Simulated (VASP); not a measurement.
# SnSe (CsCl type) (Pm-3m) in VASP: further runs

Runs on SnSe (CsCl type). Level: r2SCAN. Tasks: single point.

All numbers are computed with VASP 6.6.1; they aren't measurements. Logs are shortened: lines on timing, memory, paths and dates and some standing lists are left out, and cuts for length are marked.

**1. The cell of the first run**

It takes space group Pm-3m (No. 221, cubic). The conventional cell has a = 3.353 Å, b = 3.353 Å, c = 3.353 Å, α = 90.00°, β = 90.00°, γ = 90.00°. Sn (site symmetry m-3m) has 8 Se at 2.90 Å and 6 Sn at 3.35 Å within 3.8 Å. Se (site symmetry m-3m) has 8 Sn at 2.90 Å and 6 Se at 3.35 Å within 3.8 Å.

**2. Single point, r2SCAN (18.85 Å³/atom)**

The input, POSCAR:

```
SnSe
1.0
    3.3530686421      0.0000000000      0.0000000000
    0.0000000000      3.3530686421      0.0000000000
    0.0000000000      0.0000000000      3.3530686421
Sn Se
1 1
Direct
    0.0000000000      0.0000000000      0.0000000000
    0.5000000000      0.5000000000      0.5000000000
```

The input, INCAR.step1:

```
PREC = Accurate ; ENCUT = 550
ISMEAR = 0 ; SIGMA = 0.1
LREAL = F ; LASPH = T
NELM = 120 ; NBANDS = 17
GGA = PE ; ALGO = Normal
EDIFF = 1E-5 ; LWAVE = T
LCHARG = F ; GGA_COMPAT = F
```

The input, INCAR.step2:

```
PREC = Accurate ; ENCUT = 550
EDIFF = 1E-6 ; ISMEAR = 0
SIGMA = 0.1 ; LREAL = F
LASPH = T ; NELM = 120
ALGO = Normal ; ISIF = 2
LWAVE = F ; LCHARG = F
METAGGA = R2SCAN ; LMIXTAU = T
NBANDS = 17 ; ISTART = 1
GGA_COMPAT = F
```

The input, KPOINTS:

```
Automatic mesh
0
Gamma
  20 20 20
```

Potentials or basis: VASP PAW PBE potentials, release 64 (Sn_d, Se).

On the command line:

```sh
$ cat potpaw_PBE.64/Sn_d/POTCAR potpaw_PBE.64/Se/POTCAR > POTCAR
$ cp INCAR.step1 INCAR
$ mpirun -np 1 vasp_std > vasp.out
$ cp INCAR.step2 INCAR
$ mpirun -np 1 vasp_std > vasp.out
```

OUTCAR:

```text
PREC = Accurate
   ENCUT = 550
   EDIFF = 1E-6
   ISMEAR = 0
   LREAL = F
   LASPH = T
   NELM = 120
   ISIF = 2
   METAGGA = R2SCAN
   ISTART = 1

 ion  position               nearest neighbor table
   1  0.000  0.000  0.000-   2 2.90   2 2.90   2 2.90   2 2.90   2 2.90   2 2.90   2 2.90   2 2.90

   2  0.500  0.500  0.500-   1 2.90   1 2.90   1 2.90   1 2.90   1 2.90   1 2.90   1 2.90   1 2.90

  LATTYP: Found a simple cubic cell.
 ALAT       =     3.3530686421

  Lattice vectors:

 A1 = (   3.3530686421,   0.0000000000,   0.0000000000)
 A2 = (   0.0000000000,   3.3530686421,   0.0000000000)
 A3 = (   0.0000000000,   0.0000000000,   3.3530686421)

Analysis of symmetry for initial positions (statically):
=====================================================================
 Subroutine PRICEL returns:
 Original cell was already a primitive cell.

 Routine SETGRP: Setting up the symmetry group for a
 simple cubic supercell.

 Subroutine GETGRP returns: Found 48 space group operations
 (whereof 48 operations were pure point group operations)
 out of a pool of 48 trial point group operations.

The static configuration has the point symmetry O_h .

Analysis of symmetry for dynamics (positions and initial velocities):
=====================================================================
 Subroutine PRICEL returns:
 Original cell was already a primitive cell.

 Routine SETGRP: Setting up the symmetry group for a
 simple cubic supercell.

 Subroutine GETGRP returns: Found 48 space group operations
 (whereof 48 operations were pure point group operations)
 out of a pool of 48 trial point group operations.

The dynamic configuration has the point symmetry O_h .

 Subroutine INISYM returns: Found 48 space group operations
 (whereof 48 operations are pure point group operations),
 and found     1 'primitive' translations

----------------------------------------------------------------------------------------

                                     Primitive cell

  volume of cell :      37.6988

  direct lattice vectors                    reciprocal lattice vectors
     3.353068642  0.000000000  0.000000000     0.298234276  0.000000000  0.000000000
     0.000000000  3.353068642  0.000000000     0.000000000  0.298234276  0.000000000
     0.000000000  0.000000000  3.353068642     0.000000000  0.000000000  0.298234276

  length of vectors
     3.353068642  3.353068642  3.353068642     0.298234276  0.298234276  0.298234276

  position of ions in fractional coordinates (direct lattice)
     0.000000000  0.000000000  0.000000000
     0.500000000  0.500000000  0.500000000

  ion indices of the primitive-cell ions
   primitive index   ion index
                 1           1
                 2           2

----------------------------------------------------------------------------------------

 KPOINTS: Automatic mesh

Automatic generation of k-mesh.
 Grid dimensions read from file:
 generate k-points for:   20   20   20

 Generating k-lattice:

  Cartesian coordinates                     Fractional coordinates (reciprocal lattice)
     0.014911714  0.000000000  0.000000000     0.050000000  0.000000000  0.000000000
     0.000000000  0.014911714  0.000000000     0.000000000  0.050000000  0.000000000
     0.000000000  0.000000000  0.014911714     0.000000000  0.000000000  0.050000000

  Length of vectors
     0.014911714  0.014911714  0.014911714

  Shift w.r.t. Gamma in fractional coordinates (k-lattice)
     0.000000000  0.000000000  0.000000000

 Subroutine IBZKPT returns following result:
 ===========================================

 Found    286 irreducible k-points:

 Following reciprocal coordinates:
            Coordinates               Weight
  0.000000  0.000000  0.000000      1.000000
  0.050000  0.000000  0.000000      6.000000
  0.100000  0.000000  0.000000      6.000000
  0.150000  0.000000  0.000000      6.000000
  0.200000  0.000000  0.000000      6.000000
  0.250000  0.000000  0.000000      6.000000
[... 16 lines left out ...]
  0.150000  0.100000  0.000000     24.000000
  0.200000  0.100000  0.000000     24.000000
 [... further k-points ...]
   k-points           NKPTS =    286   k-points in BZ     NKDIM =    286   number of bands    NBANDS=     17
   number of dos      NEDOS =    301   number of ions     NIONS =      2
   total plane-waves  NPLWV =  21952
   dimension x,y,z NGX =    28 NGY =   28 NGZ =   28
   dimension x,y,z NGXF=    56 NGYF=   56 NGZF=   56
   ions per type =               1   1
   NGX,Y,Z   is equivalent  to a cutoff of  13.88, 13.88, 13.88 a.u.
   NGXF,Y,Z  is equivalent  to a cutoff of  27.76, 27.76, 27.76 a.u.
 SYSTEM =  unknown system
   PREC   = accura    normal or accurate (medium, high low for compatibility)
   ISTART =      1    job   : 0-new  1-cont  2-samecut
   ICHARG =      0    charge: 1-file 2-atom 10-const
   ISPIN  =      1    spin polarized calculation?
   LNONCOLLINEAR =      F non collinear calculations
   LSORBIT =      F    spin-orbit coupling
   LASPH  =      T    aspherical Exc in radial PAW
   ENCUT  =  550.0 eV  40.42 Ry    6.36 a.u.   6.41  6.41  6.41*2*pi/ulx,y,z
   NELM   =    120;   NELMIN=  2; NELMDL=  0     # of ELM steps
   EDIFF  = 0.1E-05   stopping-criterion for ELM
   LREAL  =      F    real-space projection
   EDIFFG = 0.1E-04   stopping-criterion for IOM
   NSW    =      0    number of steps for IOM
[... 5 lines left out ...]
   TEBEG  =    0.0;   TEEND  =   0.0 temperature during run
   PSTRESS=    0.0 pullay stress
   NELECT =      20.0000    total number of electrons
   NUPDOWN=      -1.0000    fix difference up-down
   EMIN   =  10.00;   EMAX   =-10.00  energy-range for DOS
   EFERMI =   0.00;   METHOD = LEGACY
   ISMEAR =     0;   SIGMA  =   0.10  broadening in eV -4-tet -1-fermi 0-gaus
   EFERMI_NEDOS =   21; number of points for ismear=-14 and -15
   IALGO  =     38    algorithm
   IMIX   =      4    mixing-type and parameters
     AMIX     =   0.40;   BMIX     =  1.00
     AMIX_MAG =   1.60;   BMIX_MAG =  1.00
  volume/ion in A,a.u.               =      18.85       127.20
  Fermi-wavevector in a.u.,A,eV,Ry     =   1.325284  2.504424 23.896980  1.756378
  Thomas-Fermi vector in A             =   2.454757
   LORBIT       =      0    0 simple, 1 ext, 2 COOP (PROOUT), +10 PAW based schemes
   METAGGA = R2SCAN    functional components
   LHFCALC =     F    Hartree Fock is set to
   AEXX    =    0.0000 exact exchange contribution
   IVDW    =     0    specifies the selected vdW correction
   LEPSILON=     F    determine dielectric tensor
   LRPA    =     F    only Hartree local field effects (RPA)
 non-spin polarized calculation
 Gauss-broadening in eV      SIGMA  =   0.10
  energy-cutoff  :      550.00
  volume of cell :       37.70
 maximum number of plane-waves:      1141
 NGX is ok and might be reduce to    28
   NGX = 13   NGY = 13   NGZ = 13

 number of electron      20.0000004 magnetization

 Free energy of the ion-electron system (eV)
  ---------------------------------------------------
  ext. energy  EPLUGINS =         0.00000000
  ---------------------------------------------------
  free energy    TOTEN  =       -38.57600003 eV

  energy without entropy =      -38.57183008  energy(sigma->0) =      -38.57391506

 E-fermi :  10.1523     XC(G=0): -12.3107

 val. band max:       10.1511968952   @ k =   0.5000   0.5000   0.3000
 cond. band min:      10.1679705883   @ k =   0.3000   0.2000   0.0500
 fundamental gap:      0.0167736931
 Fermi energy:        10.1522624867

 k-point     1 :       0.0000    0.0000    0.0000
  band No.  band energies     occupation
      1     -12.6648      2.00000
      2     -12.6648      2.00000
      3     -12.4843      2.00000
      4     -12.4843      2.00000
      5     -12.4843      2.00000
      6      -6.9102      2.00000
[... 9 lines left out ...]
     16      23.9798      0.00000
     17      23.9798      0.00000

 k-point     2 :       0.0500    0.0000    0.0000
  band No.  band energies     occupation
      1     -12.6645      2.00000
      2     -12.6610      2.00000
      3     -12.4858      2.00000
      4     -12.4858      2.00000
      5     -12.4841      2.00000
      6      -6.8813      2.00000
[... 9 lines left out ...]
     16      23.8460      0.00000
     17      23.8464      0.00000

 k-point     3 :       0.1000    0.0000    0.0000
  band No.  band energies     occupation
      1     -12.6637      2.00000
      2     -12.6502      2.00000
      3     -12.4902      2.00000
      4     -12.4902      2.00000
      5     -12.4837      2.00000
      6      -6.7953      2.00000
[... 9 lines left out ...]
     16      23.6855      0.00000
     17      23.6869      0.00000

 k-point     4 :       0.1500    0.0000    0.0000
  band No.  band energies     occupation
      1     -12.6626      2.00000
      2     -12.6333      2.00000
      3     -12.4971      2.00000
      4     -12.4971      2.00000
      5     -12.4831      2.00000
      6      -6.6541      2.00000
[... 9 lines left out ...]
     16      22.9501      0.00000
     17      23.6748      0.00000
[... 343 lines left out ...]
      1     -12.6560      2.00000
      2     -12.6422      2.00000
      3     -12.4968      2.00000
      4     -12.4904      2.00000
      5     -12.4888      2.00000
      6      -6.6801      2.00000
[... 9 lines left out ...]
     16      22.5847      0.00000
     17      22.8515      0.00000

 k-point    23 :       0.1500    0.1000    0.0000
  band No.  band energies     occupation
      1     -12.6530      2.00000
      2     -12.6272      2.00000
      3     -12.5045      2.00000
      4     -12.4966      2.00000
      5     -12.4887      2.00000
      6      -6.5386      2.00000
[... 9 lines left out ...]
     16      22.2718      0.00000
     17      22.4840      0.00000

 k-point    24 :       0.2000    0.1000    0.0000
  band No.  band energies     occupation
      1     -12.6510      2.00000
      2     -12.6065      2.00000
      3     -12.5141      2.00000
      4     -12.5051      2.00000
      5     -12.4879      2.00000
      6      -6.3459      2.00000
[... 9 lines left out ...]
     16      22.0992      0.00000
     17      22.1679      0.00000

 [... further k-points ...]

------------------------ aborting loop because EDIFF is reached ----------------------------------------

  FORCE on cell =-STRESS in cart. coord.  units (eV):
  Direction    XX          YY          ZZ          XY          YZ          ZX
  --------------------------------------------------------------------------------------
  -------------------------------------------------------------------------------------
  Total        5.8651754      5.8651754      5.8651754     -0.0000000     -0.0000000     -0.0000000
  in kB      249.2666957    249.2666957    249.2666957     -0.0000000     -0.0000000     -0.0000000
  external PRESSURE =     249.2666957 kB  Pullay stress =       0.0000000 kB

 VOLUME and BASIS-vectors are now :
 -----------------------------------------------------------------------------
  energy-cutoff  :      550.00
  volume of cell :       37.70
      direct lattice vectors                 reciprocal lattice vectors
     3.353068642  0.000000000  0.000000000     0.298234276  0.000000000  0.000000000
     0.000000000  3.353068642  0.000000000     0.000000000  0.298234276  0.000000000
     0.000000000  0.000000000  3.353068642     0.000000000  0.000000000  0.298234276

 POSITION                                       TOTAL-FORCE (eV/Angst)
 -----------------------------------------------------------------------------------
      0.00000      0.00000      0.00000         0.000000      0.000000      0.000000
      1.67653      1.67653      1.67653         0.000000      0.000000      0.000000
 -----------------------------------------------------------------------------------
    total drift:                               -0.000000      0.000000     -0.000000

  FREE ENERGIE OF THE ION-ELECTRON SYSTEM (eV)
  ---------------------------------------------------
  free  energy   TOTEN  =       -38.5760000325 eV

  energy  without entropy=      -38.5718300781  energy(sigma->0) =      -38.57391506
```

Wall time 19 min (1 thread of Oxide Virtual Turin-like, shared host); peak memory 0.3 GiB.

What came out:

```
Free energy            : -38.5760 eV
Pressure               : 24.9 GPa
Band gap on the k mesh : zero (bands 10 and 11 overlap by 3.21 eV)
```

Caveat: the cell stands under pressure; the PAW data sets were made with another functional, which shifts forces and pressure a little; spin-orbit coupling is left out, which moves the levels of the heavy elements.

**3. Single point, r2SCAN (20.14 Å³/atom)**

This run uses another cell than the first one, of 20.14 Å³/atom.

The input, POSCAR:

```
SnSe
1.0
    3.4278133136      0.0000000000      0.0000000000
    0.0000000000      3.4278133136      0.0000000000
    0.0000000000      0.0000000000      3.4278133136
Sn Se
1 1
Direct
    0.0000000000      0.0000000000      0.0000000000
    0.5000000000      0.5000000000      0.5000000000
```

The input, INCAR.step1:

```
  PREC = Accurate
  ENCUT = 550
  ISMEAR = 0
  SIGMA = 0.1
  LREAL = False
  LASPH = True
  NELM = 120
  NBANDS = 17
  GGA = PE
  ALGO = Normal
  EDIFF = 1E-5
  LWAVE = True
  LCHARG = False
  GGA_COMPAT = False
```

The input, INCAR.step2:

```
  PREC = Accurate
  ENCUT = 550
  EDIFF = 1E-6
  ISMEAR = 0
  SIGMA = 0.1
  LREAL = False
  LASPH = True
  NELM = 120
  ALGO = Normal
  ISIF = 2
  LWAVE = False
  LCHARG = False
  METAGGA = R2SCAN
  LMIXTAU = True
  NBANDS = 17
  ISTART = 1
  GGA_COMPAT = False
```

The input, KPOINTS:

```
regular mesh
0
Gamma
  20 20 20
```

Potentials or basis: VASP PAW PBE potentials, release 64 (Sn_d, Se).

On the command line:

```sh
$ cat potpaw_PBE.64/Sn_d/POTCAR potpaw_PBE.64/Se/POTCAR > POTCAR
$ cp INCAR.step1 INCAR
$ mpirun -np 1 vasp_std > vasp.out
$ cp INCAR.step2 INCAR
$ mpirun -np 1 vasp_std > vasp.out
```

Run time: 21 min. Hardware: 1 thread of Oxide Virtual Turin-like, shared host; peak memory 0.31 GiB.

Results (log left out):

| Property | Result |
| --- | --- |
| Free energy | -38.9019 eV |
| Pressure | 15.9 GPa |
| Band gap on the k mesh | zero (bands 10 and 11 overlap by 2.65 eV) |

Levels at points of the mesh, in eV from the Fermi level:
| k point | band 6 | band 7 | band 8 | band 9 | band 10 | band 11 | band 12 | band 13 | band 14 | band 15 |
| --- | --- | --- | --- | --- | --- | --- | --- | --- | --- | --- |
| (0.00, 0.00, 0.00) | -16.31 | -5.32 | -3.00 | -3.00 | -3.00 | 4.13 | 4.13 | 7.87 | 7.87 | 7.87 |
| (0.50, 0.00, 0.00) | -14.73 | -10.31 | -1.26 | -1.26 | 0.23 | 1.18 | 3.27 | 3.27 | 6.13 | 8.10 |
| (0.50, 0.50, 0.00) | -13.48 | -6.99 | -6.99 | -6.76 | -0.72 | 4.99 | 4.99 | 5.83 | 7.23 | 8.97 |
| (0.50, 0.50, 0.50) | -12.86 | -4.45 | -4.45 | -4.45 | -4.23 | -2.03 | -2.03 | -2.03 | 17.32 | 17.32 |

Caveat: the cell stands under pressure; the PAW data sets were made with another functional, which shifts forces and pressure a little; spin-orbit coupling is left out, which moves the levels of the heavy elements.

**4. Single point, r2SCAN (21.75 Å³/atom)**

This run uses another cell than the first one, of 21.75 Å³/atom.

The input, POSCAR:

```
SnSe
1.0
    3.5168869895      0.0000000000      0.0000000000
    0.0000000000      3.5168869895      0.0000000000
    0.0000000000      0.0000000000      3.5168869895
Sn Se
1 1
Direct
    0.0000000000      0.0000000000      0.0000000000
    0.5000000000      0.5000000000      0.5000000000
```

The input, INCAR.step1:

```
SYSTEM = SnSe
  PREC = Accurate
  ENCUT = 550
  ISMEAR = 0
  SIGMA = 0.1
  LREAL = .FALSE.
  LASPH = .TRUE.
  NELM = 120
  NBANDS = 17
  GGA = PE
  ALGO = Normal
  EDIFF = 1E-5
  LWAVE = .TRUE.
  LCHARG = .FALSE.
  GGA_COMPAT = .FALSE.
```

The input, INCAR.step2:

```
SYSTEM = SnSe
  PREC = Accurate
  ENCUT = 550
  EDIFF = 1E-6
  ISMEAR = 0
  SIGMA = 0.1
  LREAL = .FALSE.
  LASPH = .TRUE.
  NELM = 120
  ALGO = Normal
  ISIF = 2
  LWAVE = .FALSE.
  LCHARG = .FALSE.
  METAGGA = R2SCAN
  LMIXTAU = .TRUE.
  NBANDS = 17
  ISTART = 1
  GGA_COMPAT = .FALSE.
```

The input, KPOINTS:

```
Automatic mesh
0
G
  20 20 20
  0 0 0
```

On the command line:

```sh
$ cat potpaw_PBE.64/Sn_d/POTCAR potpaw_PBE.64/Se/POTCAR > POTCAR
$ cp INCAR.step1 INCAR
$ mpirun -np 1 vasp_std > vasp.out
$ cp INCAR.step2 INCAR
$ mpirun -np 1 vasp_std > vasp.out
```

Run time: 18 min. Hardware: 1 thread of Oxide Virtual Turin-like, shared host; peak memory 0.32 GiB.

Results (log left out):

```yaml
Free_energy: -39.1409 eV
Pressure: 8.3 GPa
Band_gap_on_the_k_mesh: zero (bands 10 and 11 overlap by 2.18 eV)
```

Levels at points of the mesh, in eV from the Fermi level:
```csv
k point,band 6,band 7,band 8,band 9,band 10,band 11,band 12,band 13,band 14,band 15
"(0.00, 0.00, 0.00)",-15.51,-5.53,-2.64,-2.64,-2.64,4.43,4.43,7.27,7.27,7.27
"(0.50, 0.00, 0.00)",-14.15,-9.64,-1.07,-1.07,0.19,0.88,3.27,3.27,6.47,8.11
"(0.50, 0.50, 0.00)",-13.12,-6.54,-6.30,-6.30,-0.58,4.77,4.77,5.47,7.17,8.97
"(0.50, 0.50, 0.50)",-12.58,-4.38,-3.96,-3.96,-3.96,-1.62,-1.62,-1.62,16.39,16.39
```

Caveat: the cell stands under pressure; the PAW data sets were made with another functional, which shifts forces and pressure a little; spin-orbit coupling is left out, which moves the levels of the heavy elements.

**5. The runs side by side**

| cell | gap on the mesh (eV) | pressure (GPa) |
| --- | --- | --- |
| a = 3.353 Å, 2 atoms | none | 24.9 |
| a = 3.428 Å, 2 atoms | none | 15.9 |
| a = 3.517 Å, 2 atoms | none | 8.3 |

Alike in all rows: task single point; level r2SCAN; potentials or basis VASP PAW PBE potentials, release 64 (Sn_d, Se); no spin polarisation; k mesh 20 × 20 × 20; cutoff (eV) 550; smearing gaussian 0.1 eV.

Caveats: the cell stands under pressure; the PAW data sets were made with another functional, which shifts forces and pressure a little; spin-orbit coupling is left out, which moves the levels of the heavy elements.

Absolute energies hang on the potentials; compare differences alone.

The gap in the log of VASP goes by the Fermi energy; the results here count the filled bands.